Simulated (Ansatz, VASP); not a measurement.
# Two plane-wave programs on NaF

File POSCAR:

```
NaF
1.0
    2.7934852186     -0.0047489249      0.0000000000
   -0.0047489249      2.7934852186      0.0000000000
    0.0000000000      0.0000000000      2.7934852186
Na F
1 1
Direct
    0.0000000000      0.0000000000      0.0000000000
    0.5000000000      0.5000000000      0.5000000000
```

The input INCAR.step1:

```
SYSTEM = NaF
ALGO     = Normal         ! electronic algorithm
EDIFF    = 1E-4           ! SCF threshold, eV
ENCUT    = 520            ! plane-wave cutoff, eV
GGA      = PE             ! functional
ISMEAR   = 0              ! smearing method
LASPH    = .TRUE.         ! aspherical terms in the spheres
LCHARG   = .FALSE.        ! write CHGCAR
LREAL    = .FALSE.        ! projectors in reciprocal space
LWAVE    = .TRUE.         ! write WAVECAR
NBANDS   = 14             ! bands
NELM     = 80             ! most SCF steps
PREC     = Accurate       ! precision mode
SIGMA    = 0.01           ! smearing width, eV
```

The input INCAR.step2:

```
SYSTEM = NaF
ALGO     = Normal         ! electronic algorithm
EDIFF    = 1E-6           ! SCF threshold, eV
ENCUT    = 520            ! plane-wave cutoff, eV
ISIF     = 2              ! what is computed and relaxed
ISMEAR   = 0              ! smearing method
ISTART   = 1            
LASPH    = .TRUE.         ! aspherical terms in the spheres
LCHARG   = .FALSE.        ! write CHGCAR
LMIXTAU  = .TRUE.       
LREAL    = .FALSE.        ! projectors in reciprocal space
LWAVE    = .FALSE.        ! write WAVECAR
METAGGA  = R2SCAN         ! meta-GGA
NBANDS   = 14             ! bands
NELM     = 80             ! most SCF steps
PREC     = Accurate       ! precision mode
SIGMA    = 0.01           ! smearing width, eV
```

Contents of KPOINTS:

```
k-points
0
G
  10 10 10
  0 0 0
```

Input for Ansatz:

```yaml
crystal:
  lattice:
    - [2.7934852186, -0.0047489249, 0.0]
    - [-0.0047489249, 2.7934852186, 0.0]
    - [0.0, 0.0, 2.7934852186]
  atoms:
    - { symbol: Na, position: [0.0, 0.0, 0.0] }
    - { symbol: F, position: [0.5, 0.5, 0.5] }
kpoints:
  mp_grid: { grid: [10, 10, 10] }
  band_path:
    path: [[0.0, 0.0, 0.0], [0.0, 0.5, 0.0], [0.5, 0.5, 0.0], [0.5, 0.5, 0.5]]
    npoints: 1
hamiltonian:
  xc: r2scan
scf:
  occupations: { method: fixed }
  n_extra_bands: 4
output:
  forces: true
  stress: true
  eigenvalues: true
```

Change from the starting cell: shear_xy strain -0.3%.

Alike in both runs: task single point; functional r2SCAN; k mesh 10 × 10 × 10; no spin polarisation.

|  | VASP | Ansatz |
| --- | --- | --- |
| version | VASP 6.6.1 | Ansatz 0.2.0 |
| potentials or method | VASP PAW PBE potentials, release 64 (Na_pv, F) | plane waves, PAW |
| plane-wave cutoff (eV) | 520 | 500 |
| occupations | gaussian, width 0.01 eV | fixed |
| valence electrons in the cell | 14 | 16 |

Ansatz gave:

* gap on the k mesh at the Fermi level (eV): 7.06
* pressure (GPa): 0.0

Q: Estimate VASP's values.

A: gap on the k mesh at the Fermi level (eV): 7.12; pressure (GPa): -0.8.

VASP's potentials were made for PBE, not for r2SCAN. VASP's potentials hold 14 valence electrons a cell and Ansatz's 16, so a difference there can come from the potentials and not from the codes.
